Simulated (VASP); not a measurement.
Al7Si, 8 atoms in the cell. It takes space group Fm-3m (No. 225, cubic). The conventional cell has a = 8.037 Å, b = 8.037 Å, c = 8.037 Å, α = 90.00°, β = 90.00°, γ = 90.00°. Al (site symmetry mmm) has 10 Al at 2.84 Å and 2 Si at 2.84 Å within 3.7 Å. Al (site symmetry m-3m) has 12 Al at 2.84 Å within 3.7 Å. Si (site symmetry m-3m) has 12 Al at 2.84 Å within 3.7 Å. 

- Program: VASP 6.6.1
- Task: density of states
- Functional: PBEsol
- Potentials or basis: VASP PAW PBE potentials, release 64 (Al, Si)
- Cutoff: 520 eV
- k mesh: 8 × 8 × 8
- Occupations: gaussian, width 0.1 eV
- Spin: no spin polarisation
- Dipole correction: no
- k mesh for the DOS: 12 × 12 × 12
- Occupations for the DOS: tetrahedron
- Further INCAR settings: ALGO = Normal; EDIFF = 1e-07

Potentials or basis: VASP PAW PBE potentials, release 64 (Al, Si).

Run with:

```console
$ cat potpaw_PBE.64/Al/POTCAR potpaw_PBE.64/Si/POTCAR > POTCAR
$ cp INCAR.step1 INCAR
$ cp KPOINTS.step1 KPOINTS
$ mpirun -np 1 vasp_std > vasp.out
$ cp INCAR.step2 INCAR
$ cp KPOINTS.step2 KPOINTS
$ mpirun -np 1 vasp_std > vasp.out
```

Hardware: 1 thread of Intel(R) Xeon(R) Platinum 8259CL CPU @ 2.50GHz (Skylake/Cascade Lake), with other jobs on the host.

**Question.** How long does it take, and how much memory?

**Answer.** Wall time 2.3 min on 1 thread of Intel(R) Xeon(R) Platinum 8259CL CPU @ 2.50GHz (Skylake/Cascade Lake), with other jobs on the host, peak memory 0.32 GiB. Counts: k points 72.
